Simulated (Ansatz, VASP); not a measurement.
# Cr: VASP beside Ansatz

```
Cr
1.0
    -1.43966    1.43966    1.43966
     1.43966   -1.43966    1.43966
     1.43966    1.43966   -1.43966
Cr
1
Cartesian
  0.0000 0.0000 0.0000
```

Alike in both runs: task single point; functional BLYP; k mesh 15 × 15 × 15; occupations fermi-dirac, width 0.1 eV; non-collinear spin, spin-orbit coupling.

```csv
,VASP,Ansatz
version,VASP 6.6.1,Ansatz 0.2.0
potentials or method,"VASP PAW PBE potentials, release 64 (Cr_pv), cutoff 520 eV","plane waves (420 eV) with PAW, fully relativistic with spin-orbit coupling"
valence electrons in the cell,12,14
```

```tsv
	VASP	Ansatz	Ansatz less VASP
net moment per atom (μB)	0.00	0.00	0.000
```

VASP's potentials were made for PBE, not for BLYP. VASP's potentials hold 12 valence electrons a cell and Ansatz's 14, so a difference there can come from the potentials and not from the codes.
